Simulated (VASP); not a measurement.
# K3Li: relaxation of cell and atoms with LDA

The system is K3Li.

```xyz
4
Lattice="6.1852 0.0000 0.0000 0.0000 6.1852 0.0000 0.0000 0.0000 6.1852" Properties=species:S:1:pos:R:3 pbc="T T T"
K     0.0000    3.0926    3.0926
K     3.0926    0.0000    3.0926
K     3.0926    3.0926    0.0000
Li    0.0000    0.0000    0.0000
```

```yaml
Program: VASP 6.6.1
Task: relaxation of cell and atoms
Functional: LDA
Potentials_or_basis: VASP PAW LDA potentials, release 64 (K_sv, Li_sv)
Cutoff: 600 eV
k_mesh: 8 × 8 × 8
Occupations: fermi-dirac, width 0.02 eV
Spin: no spin polarisation
Dipole_correction: no
Further_INCAR_settings: ALGO = Normal; EDIFF = 1e-06; IBRION = 2; EDIFFG = -0.03; NSW = 80; ISIF = 3
```

```json
{
 "Relaxed volume": "51.57 Å³/atom",
 "Relaxed cell": "a = 5.909 Å, b = 5.909 Å, c = 5.909 Å, α = 90.00°, β = 90.00°, γ = 90.00°",
 "Space group after relaxing (to 0.1 Å)": "Pm-3m (No. 221)",
 "Energy gained by relaxing": "14.7 meV/atom",
 "Ionic steps": "4",
 "Pressure after relaxing": "0.0 GPa",
 "Band gap on the k mesh": "zero (bands 15 and 16 overlap by 0.97 eV)"
}
```

Step by step:
| step | energy change (eV) | largest force (eV/Å) | pressure (GPa) | volume (Å³) |
| --- | --- | --- | --- | --- |
| 1 | 0.0000 | 0.0000 | -0.57 | 236.62 |
| 2 | -0.0234 | 0.0000 | -0.47 | 229.44 |
| 3 | -0.0553 | 0.0000 | -0.16 | 213.70 |
| 4 | -0.0587 | 0.0000 | 0.02 | 206.29 |

Final structure:
```
K Li
1.0
     5.90869    0.00000    0.00000
     0.00000    5.90869    0.00000
     0.00000    0.00000    5.90869
K Li
3 1
Direct
  0.00000 0.50000 0.50000
  0.50000 0.00000 0.50000
  0.50000 0.50000 0.00000
  0.00000 0.00000 0.00000
```

Levels at points of the mesh, in eV from the Fermi level:
```
           k point  band 12  band 13  band 14  band 15  band 16  band 17  band 18  band 19
(0.00, 0.00, 0.00)   -15.27   -15.27    -2.56     0.53     1.48     1.51     1.53     1.53
(0.50, 0.00, 0.00)   -15.28   -15.28    -1.42    -1.40     1.22     1.51     1.51     2.25
(0.50, 0.50, 0.00)   -15.30   -15.25    -0.54    -0.42    -0.42    -0.12     1.67     2.53
(0.50, 0.50, 0.50)   -15.25   -15.25    -0.17     0.55     0.55     0.55     0.70     0.70
```

It took 9.8 min on 1 thread of Intel(R) Xeon(R) Platinum 8259CL CPU @ 2.50GHz (Skylake/Cascade Lake) (shared host), peak memory 0.38 GiB.

Caveat: the cutoff is under 1.25 times the usual one of these potentials, so pressure, stress and relaxed cells hold a basis-set (Pulay) error.
